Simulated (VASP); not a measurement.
Input of a VASP 6.6.1 run:

Contents of INCAR:

```
SYSTEM = Cu2O
PREC     = Accurate       ! precision mode
ENCUT    = 600            ! plane-wave cutoff, eV
EDIFF    = 1E-6           ! SCF threshold, eV
ISMEAR   = -1             ! smearing method
SIGMA    = 0.03           ! smearing width, eV
LREAL    = .False.        ! projectors in reciprocal space
LASPH    = .True.         ! aspherical terms in the spheres
NELM     = 120            ! most SCF steps
ALGO     = Normal         ! electronic algorithm
ISIF     = 2              ! what is computed and relaxed
LWAVE    = .False.        ! write WAVECAR
LCHARG   = .False.        ! write CHGCAR
GGA      = PS             ! functional
NBANDS   = 37             ! bands
GGA_COMPAT= .False.
```

KPOINTS

```
Automatic mesh
0
Gamma
  6 6 6
  0 0 0
```

File POSCAR:

```
Cu2O
1.0
    4.2228967997      0.0000000000      0.0000000000
    0.0000000000      4.2228967997      0.0000000000
    0.0000000000      0.0000000000      4.2228967997
Cu O
4 2
Direct
    0.2500000000      0.2500000000      0.7500000000
    0.7500000000      0.2500000000      0.2500000000
    0.2500000000      0.7500000000      0.2500000000
    0.7500000000      0.7500000000      0.7500000000
    0.5000000000      0.5000000000      0.5000000000
    0.0000000000      0.0000000000      0.0000000000
```

Potentials or basis: VASP PAW PBE potentials, release 64 (Cu, O).

Command:

```sh
$ cat potpaw_PBE.64/Cu/POTCAR potpaw_PBE.64/O/POTCAR > POTCAR
$ mpirun -np 1 vasp_std > vasp.out
```

(1) Estimate the pressure.

(2) Predict the band gap on the k mesh.

Results:

(1) 0.8 GPa.

(2) 0.57 eV, direct.

Caveat: the PAW data sets were made with another functional, which shifts forces and pressure a little.
